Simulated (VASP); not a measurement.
# Co (P6_3/mmc) in VASP: further runs, part 2 of 2

VASP 6.6.1. Earlier steps stand in the parts before.

**5. Single point, PBE, collinear spin, ferromagnetic start**

File INCAR:

```
SYSTEM = Co
PREC = Accurate
ENCUT = 600
EDIFF = 1E-6
ISMEAR = -1
SIGMA = 0.15
LREAL = .FALSE.
LASPH = .TRUE.
NELM = 200
ALGO = Normal
ISIF = 2
LWAVE = .FALSE.
LCHARG = .FALSE.
ISPIN = 2
MAGMOM = 2.5 2.5 2.5 2.5
LORBIT = 11
LMAXMIX = 4
GGA = PE
NBANDS = 30
GGA_COMPAT = .FALSE.
```

File KPOINTS:

```
Automatic mesh
0
G
  10 10 3
  0 0 0
```

File POSCAR:

```
Co
1.0
    2.4705600000      0.0000000000      0.0000000000
   -1.2352800000      2.1395700000      0.0000000000
    0.0000000000      0.0000000000      8.0882300000
Co
4
Direct
    0.0000000000      0.0000000000      0.0000000000
    0.3333333333      0.6666666667      0.2500000000
    0.0000000000      0.0000000000      0.5000000000
    0.6666666667      0.3333333333      0.7500000000
```

Potentials or basis: VASP PAW PBE potentials, release 64 (Co).

The run is started by

```console
$ cat potpaw_PBE.64/Co/POTCAR > POTCAR
$ mpirun -np 1 vasp_std > vasp.out
```

OUTCAR:

```text
SYSTEM = Co
   PREC = Accurate
   ENCUT = 600
   EDIFF = 1E-6
   ISMEAR = -1
   LREAL = .FALSE.
   LASPH = .TRUE.
   NELM = 200
   ISIF = 2
   ISPIN = 2
   LORBIT = 11
   GGA = PE

 ion  position               nearest neighbor table
   1  0.000  0.000  0.000-   2 2.47   4 2.47   4 2.47   2 2.47   4 2.47   2 2.47
   2  0.333  0.667  0.250-   1 2.47   3 2.47   1 2.47   3 2.47   1 2.47   3 2.47
   3  0.000  0.000  0.500-   2 2.47   4 2.47   4 2.47   2 2.47   4 2.47   2 2.47
   4  0.667  0.333  0.750-   1 2.47   3 2.47   1 2.47   3 2.47   1 2.47   3 2.47

  LATTYP: Found a hexagonal cell.
 ALAT       =     2.4705600000
 C/A-ratio  =     3.2738447963

  Lattice vectors:

 A1 = (   2.4705600000,   0.0000000000,   0.0000000000)
 A2 = (  -1.2352800000,   2.1395700000,   0.0000000000)
 A3 = (   0.0000000000,   0.0000000000,   8.0882300000)

Analysis of symmetry for initial positions (statically):
=====================================================================
 Subroutine PRICEL returns:
 Original cell was already a primitive cell.

 Routine SETGRP: Setting up the symmetry group for a
 hexagonal supercell.

 Subroutine GETGRP returns: Found 24 space group operations
 (whereof 12 operations were pure point group operations)
 out of a pool of 24 trial point group operations.

The static configuration has the point symmetry D_3d.
 The point group associated with its full space group is D_6h.

Analysis of symmetry for dynamics (positions and initial velocities):
=====================================================================
 Subroutine PRICEL returns:
 Original cell was already a primitive cell.

 Routine SETGRP: Setting up the symmetry group for a
 hexagonal supercell.

 Subroutine GETGRP returns: Found 24 space group operations
 (whereof 12 operations were pure point group operations)
 out of a pool of 24 trial point group operations.

The dynamic configuration has the point symmetry D_3d.
 The point group associated with its full space group is D_6h.

Analysis of structural, dynamic, and magnetic symmetry:
[... 168 lines left out ...]
 val. band max:       10.4773068849   @ k =   0.2000   0.0000   0.3333
 cond. band min:      10.5441379984   @ k =   0.4000   0.2000   0.0000
 fundamental gap:      0.0668311135
 Fermi energy:        10.5234927404

 spin component 1

 k-point     1 :       0.0000    0.0000    0.0000
  band No.  band energies     occupation
      1       1.4611      1.00000
      2       3.6787      1.00000
      3       3.7017      1.00000
      4       5.2680      1.00000
      5       7.4775      1.00000
      6       7.4984      1.00000
[... 781 lines left out ...]
     29      23.7047      0.00000
     30      24.3442      0.00000

 [... further k-points ...]

 spin component 2

 k-point     1 :       0.0000    0.0000    0.0000
  band No.  band energies     occupation
      1       1.4841      1.00000
      2       3.7828      1.00000
      3       3.7864      1.00000
      4       6.1893      1.00000
      5       8.8045      0.99999
      6       8.8540      0.99999
[... 781 lines left out ...]
     29      24.1076      0.00000
     30      24.7162      0.00000

 [... further k-points ...]

------------------------ aborting loop because EDIFF is reached ----------------------------------------

  FORCE on cell =-STRESS in cart. coord.  units (eV):
  Direction    XX          YY          ZZ          XY          YZ          ZX
  --------------------------------------------------------------------------------------
  -------------------------------------------------------------------------------------
  Total        1.3028451      1.3028478      0.5468611      0.0000000      0.0000000      0.0000000
  in kB       48.8233932     48.8234972     20.4933147      0.0000000      0.0000000      0.0000000
  external PRESSURE =      39.3800684 kB  Pullay stress =       0.0000000 kB

 VOLUME and BASIS-vectors are now :
 -----------------------------------------------------------------------------
  energy-cutoff  :      600.00
  volume of cell :       42.75
      direct lattice vectors                 reciprocal lattice vectors
     2.470560000  0.000000000  0.000000000     0.404766531  0.233691817  0.000000000
    -1.235280000  2.139570000  0.000000000     0.000000000  0.467383633  0.000000000
     0.000000000  0.000000000  8.088230000     0.000000000  0.000000000  0.123636445

 POSITION                                       TOTAL-FORCE (eV/Angst)
 -----------------------------------------------------------------------------------
      0.00000      0.00000      0.00000         0.000000     -0.000000      0.000000
     -0.00000      1.42638      2.02206        -0.000000     -0.000000      0.000000
      0.00000      0.00000      4.04411         0.000000     -0.000000      0.000000
      1.23528      0.71319      6.06617        -0.000000      0.000000     -0.000000
 -----------------------------------------------------------------------------------
    total drift:                                0.000000     -0.000000      0.000000

  FREE ENERGIE OF THE ION-ELECTRON SYSTEM (eV)
  ---------------------------------------------------
  free  energy   TOTEN  =       -28.2590249069 eV

  energy  without entropy=      -27.9441812064  energy(sigma->0) =      -28.10160306

 total charge

# of ion       s       p       d       tot
------------------------------------------
    1        0.497   0.535   7.271   8.303
    2        0.497   0.538   7.266   8.300
    3        0.497   0.535   7.271   8.303
    4        0.497   0.538   7.266   8.300
--------------------------------------------------
tot          1.988   2.145  29.074  33.207

 magnetization (x)

# of ion       s       p       d       tot
------------------------------------------
    1       -0.013  -0.047   1.692   1.632
    2       -0.013  -0.049   1.703   1.641
    3       -0.013  -0.047   1.692   1.632
    4       -0.013  -0.049   1.703   1.641
--------------------------------------------------
tot         -0.051  -0.193   6.791   6.547
```

It took 1.8 min on 1 thread of Intel Xeon Platinum 8259CL at 2.50GHz (Skylake/Cascade Lake), shared host; peak memory 0.22 GiB.

What came out:

```
Free energy                                           : -28.2590 eV
Pressure                                              : 3.9 GPa
Net moment                                            : 6.49 μB per cell
Site moments                                          : Co +1.63, +1.64 (each value once) μB
Valence electrons inside the program's atomic spheres : Co 8.30
```

Caveat: the cell stands under pressure.

**6. The runs side by side**

```tsv
level	gap on the mesh (eV)	pressure (GPa)	moment (μB)
revPBE	none	8.3	6.53
RPBE	none	10.0	6.55
BLYP	none	13.8	6.35
PBE	none	3.9	6.49
```

Alike in all rows: task single point; potentials or basis VASP PAW PBE potentials, release 64 (Co); spin collinear, ferromagnetic start; cell as given; k mesh 10 × 10 × 3; cutoff (eV) 600; smearing fermi-dirac 0.15 eV.

The pressure there spans 3.9 GPa (PBE) to 13.8 GPa (BLYP); a positive pressure means that this level wants a larger cell, a negative one a smaller.

Caveats: the cell stands under pressure; the PAW data sets were made with another functional, which shifts forces and pressure a little (at least some runs).

Total energies depend on the potentials used, so only differences within one code and one set of settings carry meaning.
